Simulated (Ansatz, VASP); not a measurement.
## Rb in VASP and in Ansatz

```xyz
1
Lattice="4.5551 0.0000 0.0000 0.0000 4.5551 0.0000 0.0000 0.0000 4.5551" Properties=species:S:1:pos:R:3 pbc="T T T"
Rb    0.0000    0.0000    0.0000
```

Alike in both runs: task relaxation of cell and atoms; functional r2SCAN; k mesh 12 × 12 × 12; occupations gaussian, width 0.1 eV; no spin polarisation.

|  | VASP | Ansatz |
| --- | --- | --- |
| version | VASP 6.6.1 | Ansatz 0.2.0 |
| potentials or method | VASP PAW PBE potentials, release 64 (Rb_sv), cutoff 600 eV | scalar-relativistic, plane waves, PAW |
| valence electrons in the cell | 9 | 9 |

|  | VASP | Ansatz | Ansatz less VASP |
| --- | --- | --- | --- |
| gap on the k mesh at the Fermi level, each at its own relaxed structure (eV) | none | none | - |
| relaxed volume (Å³/atom) | 98.35 | 98.25 | -0.099 |
| relaxed cell length with the largest relative difference (Å) | 4.616 | 4.614 | -0.0015 |

VASP's potentials were made for PBE, not for r2SCAN. A gap of «none» marks a metal or a gap that the smearing closes.
